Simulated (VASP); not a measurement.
Here is a VASP 6.6.1 calculation.

File INCAR:

```
SYSTEM = TaN
PREC     = Accurate       ! precision mode
ENCUT    = 520            ! plane-wave cutoff, eV
EDIFF    = 1E-6           ! SCF threshold, eV
ISMEAR   = 0              ! smearing method
SIGMA    = 0.1            ! smearing width, eV
LREAL    = .False.        ! projectors in reciprocal space
LASPH    = .True.         ! aspherical terms in the spheres
NELM     = 80             ! most SCF steps
ALGO     = Normal         ! electronic algorithm
ISIF     = 2              ! what is computed and relaxed
LWAVE    = .False.        ! write WAVECAR
LCHARG   = .False.        ! write CHGCAR
GGA      = PE             ! functional
NBANDS   = 24             ! bands
```

File KPOINTS:

```
regular mesh
0
Gamma
  24 24 10
  0 0 0
```

File POSCAR:

```
TaN
1.0
    2.9171012913      0.0000000000      0.0000000000
   -1.4585506457      2.5262838237      0.0000000000
    0.0000000000      0.0000000000      5.9148455103
Ta N
2 2
Direct
    0.0000000000      0.0000000000      0.0000000000
    0.0000000000      0.0000000000      0.5000000000
    0.3333333333      0.6666666667      0.2500000000
    0.6666666667      0.3333333333      0.7500000000
```

Potentials or basis: VASP PAW PBE potentials, release 64 (Ta_pv, N).

Run with:

```sh
$ cat potpaw_PBE.64/Ta_pv/POTCAR potpaw_PBE.64/N/POTCAR > POTCAR
$ mpirun -np 1 vasp_std > vasp.out
```

Problem. Estimate the band gap on the k mesh.

Solution. Zero (band 16 reaches 8.86 eV, above the bottom of band 17 at 7.73 eV).

Problem. What does it give for the pressure?

Solution. 0.7 GPa.

Stress tensor (GPa, compression positive):
```
0.78 0.00 0.00
0.00 0.78 0.00
0.00 0.00 0.62
```

Caveat: spin-orbit coupling is left out, which moves the levels of the heavy elements.
